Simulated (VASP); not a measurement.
# Al5Cu (P-3m1) in VASP: further runs

The runs below take Al5Cu through single point, relaxation of cell and atoms, with PBE.

Everything below comes from runs of VASP 6.6.1. Logs are shortened: lines on timing, memory, paths and dates and some standing lists are left out, and cuts for length are marked.

**1. The cell of the first run**

It takes space group P-3m1 (No. 164, trigonal). Conventional cell: a = 2.777 Å, b = 2.777 Å, c = 13.605 Å, α = 90.00°, β = 90.00°, γ = 120.00°. Within 3.7 Å of Al (site symmetry -3m) lie 12 Al at 2.78 Å. Al (site symmetry 3m) has 12 Al at 2.78 Å within 3.7 Å. Al (site symmetry 3m) has 9 Al at 2.78 Å and 3 Cu at 2.78 Å within 3.7 Å. Cu (site symmetry -3m) has 6 Cu at 2.78 Å and 6 Al at 2.78 Å within 3.7 Å.

**2. Single point, PBE**

File INCAR:

```
SYSTEM = Al5Cu
PREC     = Accurate       ! precision mode
ENCUT    = 520            ! plane-wave cutoff, eV
EDIFF    = 1E-6           ! SCF threshold, eV
ISMEAR   = 0              ! smearing method
SIGMA    = 0.1            ! smearing width, eV
LREAL    = .False.        ! projectors in reciprocal space
LASPH    = .True.         ! aspherical terms in the spheres
NELM     = 100            ! most SCF steps
ALGO     = Fast           ! electronic algorithm
ISIF     = 2              ! what is computed and relaxed
LWAVE    = .False.        ! write WAVECAR
LCHARG   = .False.        ! write CHGCAR
GGA      = PE             ! functional
NBANDS   = 22             ! bands
```

File KPOINTS:

```
regular mesh
0
Gamma
  6 6 2
  0 0 0
```

File POSCAR:

```
Al5Cu
1.0
    2.7772001600      0.0000000000      0.0000000000
   -1.3886000800      2.4051258900      0.0000000000
    0.0000000000      0.0000000000     13.6054466300
Al Cu
5 1
Direct
    0.0000000000      0.0000000000      0.0000000000
    0.3333333300      0.6666666700      0.8333333300
    0.6666666700      0.3333333300      0.6666666700
    0.3333333300      0.6666666700      0.3333333300
    0.6666666700      0.3333333300      0.1666666700
    0.0000000000      0.0000000000      0.5000000000
```

Potentials or basis: VASP PAW PBE potentials, release 64 (Al, Cu).

Launch:

```
$ cat potpaw_PBE.64/Al/POTCAR potpaw_PBE.64/Cu/POTCAR > POTCAR
$ mpirun -np 1 vasp_std > vasp.out
```

OUTCAR:

```text
SYSTEM = Al5Cu
   PREC = Accurate
   ENCUT = 520
   EDIFF = 1E-6
   ISMEAR = 0
   LREAL = .False.
   LASPH = .True.
   NELM = 100
   ISIF = 2
   GGA = PE

 ion  position               nearest neighbor table
   1  0.000  0.000  0.000-   2 2.78   5 2.78   5 2.78   2 2.78   5 2.78   2 2.78
   2  0.333  0.667  0.833-   3 2.78   3 2.78   3 2.78   1 2.78   1 2.78   1 2.78
   3  0.667  0.333  0.667-   2 2.78   2 2.78   2 2.78   6 2.78   6 2.78   6 2.78
   4  0.333  0.667  0.333-   5 2.78   5 2.78   5 2.78   6 2.78   6 2.78   6 2.78
   5  0.667  0.333  0.167-   4 2.78   4 2.78   4 2.78   1 2.78   1 2.78   1 2.78
   6  0.000  0.000  0.500-   3 2.78   4 2.78   3 2.78   4 2.78   3 2.78   4 2.78

  LATTYP: Found a hexagonal cell.
 ALAT       =     2.7772001600
 C/A-ratio  =     4.8989794924

  Lattice vectors:

 A1 = (   2.7772001600,   0.0000000000,   0.0000000000)
 A2 = (  -1.3886000800,   2.4051258900,   0.0000000000)
 A3 = (   0.0000000000,   0.0000000000,  13.6054466300)

Analysis of symmetry for initial positions (statically):
=====================================================================
 Subroutine PRICEL returns:
 Original cell was already a primitive cell.

 Routine SETGRP: Setting up the symmetry group for a
 hexagonal supercell.

 Subroutine GETGRP returns: Found 12 space group operations
 (whereof 12 operations were pure point group operations)
 out of a pool of 24 trial point group operations.

The static configuration has the point symmetry D_3d.

Analysis of symmetry for dynamics (positions and initial velocities):
=====================================================================
 Subroutine PRICEL returns:
 Original cell was already a primitive cell.

 Routine SETGRP: Setting up the symmetry group for a
 hexagonal supercell.

 Subroutine GETGRP returns: Found 12 space group operations
 (whereof 12 operations were pure point group operations)
 out of a pool of 24 trial point group operations.

The dynamic configuration has the point symmetry D_3d.

 Subroutine INISYM returns: Found 12 space group operations
 (whereof 12 operations are pure point group operations),
 and found     1 'primitive' translations

----------------------------------------------------------------------------------------

                                     Primitive cell

  volume of cell :      90.8778

  direct lattice vectors                    reciprocal lattice vectors
[... 86 lines left out ...]
   EDIFFG = 0.1E-04   stopping-criterion for IOM
   NSW    =      0    number of steps for IOM
   IBRION =     -1    ionic relax: 0-MD 1-quasi-New 2-CG
   NFREE  =      0    steps in history (QN), initial steepest desc. (CG)
   ISIF   =      2    stress and relaxation
   ISYM   =      2    0-nonsym 1-usesym 2-fastsym
   POTIM  = 0.5000    time-step for ionic-motion
   TEBEG  =    0.0;   TEEND  =   0.0 temperature during run
   PSTRESS=    0.0 pullay stress
   NELECT =      26.0000    total number of electrons
   NUPDOWN=      -1.0000    fix difference up-down
   EMIN   =  10.00;   EMAX   =-10.00  energy-range for DOS
   EFERMI =   0.00;   METHOD = LEGACY
   ISMEAR =     0;   SIGMA  =   0.10  broadening in eV -4-tet -1-fermi 0-gaus
   EFERMI_NEDOS =   21; number of points for ismear=-14 and -15
   IALGO  =     68    algorithm
   IMIX   =      4    mixing-type and parameters
     AMIX     =   0.40;   BMIX     =  1.00
     AMIX_MAG =   1.60;   BMIX_MAG =  1.00
  volume/ion in A,a.u.               =      15.15       102.21
  Fermi-wavevector in a.u.,A,eV,Ry     =   1.078731  2.038507 15.832577  1.163662
  Thomas-Fermi vector in A             =   2.214678
   LORBIT       =      0    0 simple, 1 ext, 2 COOP (PROOUT), +10 PAW based schemes
   GGA     = PE    functional components
   LHFCALC =     F    Hartree Fock is set to
   AEXX    =    0.0000 exact exchange contribution
   IVDW    =     0    specifies the selected vdW correction
   LEPSILON=     F    determine dielectric tensor
   LRPA    =     F    only Hartree local field effects (RPA)
 non-spin polarized calculation
 RMM-DIIS sequential band-by-band and
 Gauss-broadening in eV      SIGMA  =   0.10
  energy-cutoff  :      520.00
  volume of cell :       90.88
 maximum number of plane-waves:      2464
 NGX is ok and might be reduce to    24
   NGX = 11   NGY = 11   NGZ = 51

 number of electron      25.9999994 magnetization

 Free energy of the ion-electron system (eV)
  ---------------------------------------------------
  ext. energy  EPLUGINS =         0.00000000
  ---------------------------------------------------
  free energy    TOTEN  =       -22.63429934 eV

  energy without entropy =      -22.62705486  energy(sigma->0) =      -22.63067710

 E-fermi :   8.3792     XC(G=0): -10.6566

 val. band max:        8.2818913209   @ k =   0.5000  -0.0000   0.0000
 cond. band min:       8.4100226162   @ k =   0.5000  -0.0000   0.5000
 fundamental gap:      0.1281312953
 Fermi energy:         8.3792172068

 k-point     1 :       0.0000    0.0000    0.0000
  band No.  band energies     occupation
      1      -3.2260      2.00000
      2      -2.5053      2.00000
      3      -1.7047      2.00000
      4       0.1134      2.00000
      5       0.7925      2.00000
      6       3.8976      2.00000
[... 339 lines left out ...]
     21      11.2441      0.00000
     22      11.2442      0.00000

------------------------ aborting loop because EDIFF is reached ----------------------------------------

  FORCE on cell =-STRESS in cart. coord.  units (eV):
  Direction    XX          YY          ZZ          XY          YZ          ZX
  --------------------------------------------------------------------------------------
  -------------------------------------------------------------------------------------
  Total        1.9238264      1.9238264      1.5601822      0.0000000     -0.0000000      0.0000000
  in kB       33.9170970     33.9170970     27.5060428      0.0000000     -0.0000000      0.0000000
  external PRESSURE =      31.7800789 kB  Pullay stress =       0.0000000 kB

 VOLUME and BASIS-vectors are now :
 -----------------------------------------------------------------------------
  energy-cutoff  :      520.00
  volume of cell :       90.88
      direct lattice vectors                 reciprocal lattice vectors
     2.777200160  0.000000000  0.000000000     0.360074875  0.207889326  0.000000000
    -1.388600080  2.405125890  0.000000000     0.000000000  0.415778652  0.000000000
     0.000000000  0.000000000 13.605446630     0.000000000  0.000000000  0.073499976

 POSITION                                       TOTAL-FORCE (eV/Angst)
 -----------------------------------------------------------------------------------
      0.00000      0.00000      0.00000        -0.000000      0.000000      0.000000
     -0.00000      1.60342     11.33787        -0.000000      0.000000     -0.165676
      1.38860      0.80171      9.07030        -0.000000      0.000000     -0.837344
     -0.00000      1.60342      4.53515         0.000000     -0.000000      0.837344
      1.38860      0.80171      2.26757         0.000000      0.000000      0.165676
      0.00000      0.00000      6.80272        -0.000000      0.000000      0.000000
 -----------------------------------------------------------------------------------
    total drift:                                0.000000      0.000000      0.000000

  FREE ENERGIE OF THE ION-ELECTRON SYSTEM (eV)
  ---------------------------------------------------
  free  energy   TOTEN  =       -22.6342993417 eV

  energy  without entropy=      -22.6270548587  energy(sigma->0) =      -22.63067710
```

OSZICAR:

```text
N       E                     dE             d eps       ncg     rms          rms(c)
DAV:   1     0.914061771804E+02    0.91406E+02   -0.98003E+03   616   0.110E+03
DAV:   2    -0.196172066863E+02   -0.11102E+03   -0.10401E+03   628   0.215E+02
DAV:   3    -0.262763912484E+02   -0.66592E+01   -0.62395E+01   880   0.536E+01
[... 13 lines left out ...]
RMM:  17    -0.226343016115E+02   -0.28464E-05   -0.13821E-04   870   0.727E-02    0.185E-02
RMM:  18    -0.226342994808E+02    0.21306E-05   -0.33673E-05   714   0.653E-02    0.983E-03
RMM:  19    -0.226343011760E+02   -0.16952E-05   -0.10529E-05   704   0.185E-02    0.116E-02
RMM:  20    -0.226342990428E+02    0.21332E-05   -0.38891E-06   617   0.232E-02    0.339E-03
RMM:  21    -0.226342993417E+02   -0.29889E-06   -0.79421E-07   484   0.946E-03
   1 F= -.22634299E+02 E0= -.22630677E+02  d E =-.724448E-02
```

Wall time 23 s (1 thread of Intel Xeon 6975P-C (Granite Rapids), shared host); peak memory 0.23 GiB.

What came out:

| Quantity | Value |
| --- | --- |
| Free energy | -22.6343 eV |
| Pressure | 3.2 GPa |
| Largest force | 0.837 eV/Å |
| Band gap on the k mesh | zero (bands 13 and 14 overlap by 3.71 eV) |

Forces on the atoms (eV/Å):
```
Al   0.000  0.000  0.000
Al   0.000  0.000 -0.166
Al   0.000  0.000 -0.837
Al   0.000  0.000  0.837
Al   0.000  0.000  0.166
Cu   0.000  0.000  0.000
```

Caveat: the k points lie up to 0.44 Å⁻¹ apart, too coarse for converged energies and pressures of a metal.

**3. Single point, PBE**

This run uses another cell than the first one, of 15.62 Å³/atom.

File INCAR:

```
SYSTEM = Al5Cu
PREC     = Accurate       ! precision mode
ENCUT    = 520            ! plane-wave cutoff, eV
EDIFF    = 1E-6           ! SCF threshold, eV
ISMEAR   = 0              ! smearing method
SIGMA    = 0.1            ! smearing width, eV
LREAL    = .False.        ! projectors in reciprocal space
LASPH    = .True.         ! aspherical terms in the spheres
NELM     = 80             ! most SCF steps
ALGO     = Normal         ! electronic algorithm
ISIF     = 2              ! what is computed and relaxed
LWAVE    = .False.        ! write WAVECAR
LCHARG   = .True.         ! write CHGCAR
GGA      = PE             ! functional
LELF     = .True.         ! ELF
LVHAR    = .True.       
NBANDS   = 22             ! bands
```

KPOINTS is that of step 2.

File POSCAR:

```
Al5Cu
1.0
    2.8223898444      0.0000000000      0.0000000000
   -1.4111949222      2.4442613046      0.0000000000
    0.0000000000      0.0000000000     13.5810467406
Al Cu
5 1
Direct
    0.0000000000      0.0000000000      0.0000000000
    0.3333333333      0.6666666667      0.8241178361
    0.6666666667      0.3333333333      0.6512238960
    0.3333333333      0.6666666667      0.3487761040
    0.6666666667      0.3333333333      0.1758821639
    0.0000000000      0.0000000000      0.5000000000
```

Potentials or basis: VASP PAW PBE potentials, release 64 (Al, Cu).

Launch:

```
$ cat potpaw_PBE.64/Al/POTCAR potpaw_PBE.64/Cu/POTCAR > POTCAR
$ mpirun -np 1 vasp_std > vasp.out
```

Run time: 19 s. Hardware: 1 thread of Intel Xeon 6975P-C (Granite Rapids), shared host; peak memory 0.23 GiB.

It converged, with:

```yaml
Free_energy: -22.8530 eV
Pressure: 0.5 GPa
Largest_force: 0.028 eV/Å
Band_gap_on_the_k_mesh: zero (bands 13 and 14 overlap by 3.81 eV)
```

Forces in eV/Å, atoms in the order of the input:
```
Al   0.000  0.000  0.000
Al   0.000  0.000 -0.001
Al   0.000  0.000  0.028
Al   0.000  0.000 -0.028
Al   0.000  0.000  0.001
Cu   0.000  0.000  0.000
```

Stress tensor (GPa, compression positive):
```
0.38 0.00 0.00
0.00 0.38 0.00
0.00 0.00 0.66
```

Levels at points of the mesh, in eV from the Fermi level:
| k point | band 11 | band 12 | band 13 | band 14 | band 15 | band 16 |
| --- | --- | --- | --- | --- | --- | --- |
| (0.00, 0.00, 0.00) | -3.12 | -2.90 | 1.26 | 2.12 | 7.80 | 8.55 |
| (0.50, 0.00, 0.00) | -2.48 | -2.46 | -1.74 | -1.02 | -0.46 | 1.66 |
| (0.00, 0.00, 0.50) | -3.12 | -1.64 | -0.62 | 4.43 | 5.19 | 10.95 |
| (0.50, 0.00, 0.50) | -2.84 | -2.61 | -1.66 | -0.30 | 0.04 | 0.59 |

Caveat: the k points lie up to 0.43 Å⁻¹ apart, too coarse for converged energies and pressures of a metal.

**4. Relaxation of cell and atoms, PBE**

File INCAR:

```
SYSTEM = Al5Cu
ALGO = Fast ; EDIFF = 1E-7
EDIFFG = -0.04 ; ENCUT = 600
GGA = PE ; IBRION = 2
ISIF = 3 ; ISMEAR = 0
LASPH = .True. ; LCHARG = .False.
LREAL = .False. ; LWAVE = .False.
NELM = 80 ; NSW = 90
PREC = Accurate ; SIGMA = 0.1
```

File KPOINTS:

```
k-points
0
Gamma
  6 6 2
  0 0 0
```

File POSCAR:

```
Al5Cu
1.0
    2.7772001600      0.0000000000      0.0000000000
   -1.3886000800      2.4051258900      0.0000000000
    0.0000000000      0.0000000000     13.6054466300
Al Cu
5 1
Direct
    0.0000000000      0.0000000000      0.0000000000
    0.3333333300      0.6666666700      0.8333333300
    0.6666666700      0.3333333300      0.6666666700
    0.3333333300      0.6666666700      0.3333333300
    0.6666666700      0.3333333300      0.1666666700
    0.0000000000      0.0000000000      0.5000000000
```

Launch:

```
$ cat potpaw_PBE.64/Al/POTCAR potpaw_PBE.64/Cu/POTCAR > POTCAR
$ mpirun -np 1 vasp_std > vasp.out
```

Run time: 2.4 min. Hardware: 1 thread of Intel Xeon 6975P-C (Granite Rapids), shared host; peak memory 0.26 GiB.

Results (log left out):

* Free energy: -22.8535 eV
* Relaxed volume: 15.64 Å³/atom
* Relaxed cell: a = 2.822 Å, b = 2.822 Å, c = 13.600 Å, α = 90.00°, β = 90.00°, γ = 120.00°
* Space group after relaxing (to 0.1 Å): P-3m1 (No. 164)
* Energy gained by relaxing: 133.5 meV/atom
* Ionic steps: 9
* Pressure after relaxing: 0.1 GPa
* Largest force after relaxing: 0.020 eV/Å
* Band gap on the k mesh: zero (bands 13 and 14 overlap by 3.81 eV)

Forces on the atoms (eV/Å):
```
Al   0.000  0.000  0.000
Al   0.000  0.000 -0.012
Al   0.000  0.000 -0.020
Al   0.000  0.000  0.020
Al   0.000  0.000  0.012
Cu   0.000  0.000  0.000
```

Stress tensor (GPa, compression positive):
```
-0.05  0.00  0.00
 0.00 -0.05  0.00
 0.00  0.00  0.27
```

Step by step:
```tsv
step	energy change (eV)	largest force (eV/Å)	pressure (GPa)	volume (Å³)
1	0.0000	0.6308	3.90	90.88
2	-0.6481	0.6377	-1.80	95.81
3	-0.6482	0.6385	-1.74	95.79
4	-0.7033	0.4542	-1.99	95.90
5	-0.7706	0.2801	-1.97	96.25
6	-0.7832	0.1814	1.98	91.99
7	-0.7921	0.2168	0.34	93.62
8	-0.7999	0.0828	0.16	93.75
9	-0.8009	0.0199	0.06	93.83
```

Final structure:
```cif
data_structure
_symmetry_space_group_name_H-M 'P 1'
_symmetry_Int_Tables_number 1
_cell_length_a 2.8225
_cell_length_b 2.8225
_cell_length_c 13.5999
_cell_angle_alpha 90.000
_cell_angle_beta 90.000
_cell_angle_gamma 120.000
_cell_volume 93.83
loop_
_atom_site_label
_atom_site_type_symbol
_atom_site_fract_x
_atom_site_fract_y
_atom_site_fract_z
_atom_site_occupancy
Al1 Al 0.00000 0.00000 0.00000 1
Al2 Al 0.33333 0.66667 0.82465 1
Al3 Al 0.66667 0.33333 0.65201 1
Al4 Al 0.33333 0.66667 0.34799 1
Al5 Al 0.66667 0.33333 0.17535 1
Cu1 Cu 0.00000 0.00000 0.50000 1
```

Levels at points of the mesh, in eV from the Fermi level:
```
           k point  band 10  band 11  band 12  band 13  band 14  band 15  band 16  band 17
(0.00, 0.00, 0.00)    -3.09    -3.09    -2.90     1.24     2.09     7.77     8.51    11.34
(0.50, 0.00, 0.00)    -2.58    -2.48    -2.46    -1.73    -1.03    -0.45     1.66     2.24
(0.00, 0.00, 0.50)    -3.09    -3.09    -1.65    -0.64     4.41     5.16    10.93    11.40
(0.50, 0.00, 0.50)    -2.92    -2.82    -2.58    -1.65    -0.30     0.04     0.59     0.96
```

Caveat: the k points lie up to 0.43 Å⁻¹ apart in the final cell, too coarse for converged energies and pressures of a metal.

**5. Single point, PBE**

This run uses another cell than the first one, of 15.61 Å³/atom.

File INCAR:

```
ALGO     = Fast           # electronic algorithm
EDIFF    = 1E-6           # SCF threshold, eV
ENCUT    = 520            # plane-wave cutoff, eV
GGA      = PE             # functional
ISIF     = 2              # what is computed and relaxed
ISMEAR   = 0              # smearing method
LASPH    = True           # aspherical terms in the spheres
LCHARG   = False          # write CHGCAR
LREAL    = False          # projectors in reciprocal space
LWAVE    = False          # write WAVECAR
NBANDS   = 22             # bands
NELM     = 100            # most SCF steps
PREC     = Accurate       # precision mode
SIGMA    = 0.1            # smearing width, eV
```

File KPOINTS:

```
k-points
0
Gamma
  18 18 4
```

File POSCAR:

```
Al5Cu
1.0
    2.8445971582      0.0000000000      0.0000000000
   -1.4222985791      2.4634934025      0.0000000000
    0.0000000000      0.0000000000     13.3656915117
Al Cu
5 1
Direct
    0.0000000000      0.0000000000      0.0000000000
    0.3333333333      0.6666666667      0.8251470392
    0.6666666667      0.3333333333      0.6507923358
    0.3333333333      0.6666666667      0.3492076642
    0.6666666667      0.3333333333      0.1748529608
    0.0000000000      0.0000000000      0.5000000000
```

Launch:

```
$ cat potpaw_PBE.64/Al/POTCAR potpaw_PBE.64/Cu/POTCAR > POTCAR
$ mpirun -np 1 vasp_std > vasp.out
```

It took 2.6 min on 1 thread of Intel Xeon 6975P-C (Granite Rapids), shared host; peak memory 0.4 GiB.

It converged, with:

```yaml
Free_energy: -22.6794 eV
Pressure: 0.0 GPa
Largest_force: 0.021 eV/Å
Band_gap_on_the_k_mesh: zero (bands 13 and 14 overlap by 4.11 eV)
```

Forces on the atoms (eV/Å):
```
Al   0.000  0.000  0.000
Al   0.000  0.000  0.000
Al   0.000  0.000  0.021
Al   0.000  0.000 -0.021
Al   0.000  0.000  0.000
Cu   0.000  0.000  0.000
```

Levels at points of the mesh, in eV from the Fermi level:
```tsv
k point	band 11	band 12	band 13	band 14	band 15	band 16
(0.00, 0.00, 0.00)	-3.13	-2.63	1.69	2.58	8.38	9.17
(0.50, 0.00, 0.00)	-2.43	-2.42	-1.69	-0.95	-0.41	1.78
(0.00, 0.00, 0.50)	-3.13	-1.28	-0.26	4.95	5.74	11.08
(0.50, 0.00, 0.50)	-2.82	-2.60	-1.64	-0.16	0.11	0.72
```

[end of part 1 of 2]
